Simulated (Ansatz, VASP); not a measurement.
# One calculation of KCl, two programs

```
CELL_PARAMETERS angstrom
0.00000 3.13492 3.13492
3.13492 0.00000 3.13492
3.13492 3.13492 0.00000
ATOMIC_POSITIONS crystal
K 0.00000 0.00000 0.00000
Cl 0.50000 0.50000 0.50000
```

Change from the starting cell: volume scaled by 0.98, crystal datasets.

Alike in both runs: task electric field gradients; functional LDA; k mesh 7 × 7 × 7; occupations fermi-dirac, width 0.03 eV; no spin polarisation.

|  | VASP | Ansatz |
| --- | --- | --- |
| version | VASP 6.6.1 | Ansatz 0.2.0 |
| potentials or method | VASP PAW LDA potentials, release 64 (K_sv, Cl), cutoff 520 eV | all-electron PAW with datasets made for the crystal, scalar-relativistic |

|  | VASP | Ansatz | Ansatz less VASP |
| --- | --- | --- | --- |
| gap on the k mesh at the Fermi level (eV) | 4.78 | 4.78 | -0.004 |
| pressure (GPa) | -1.8 | -1.8 | -0.04 |

LDA's correlation is that of Perdew and Zunger in VASP and of Perdew and Wang (1992) in Ansatz. Ansatz ran all-electron here, and VASP with PAW potentials.
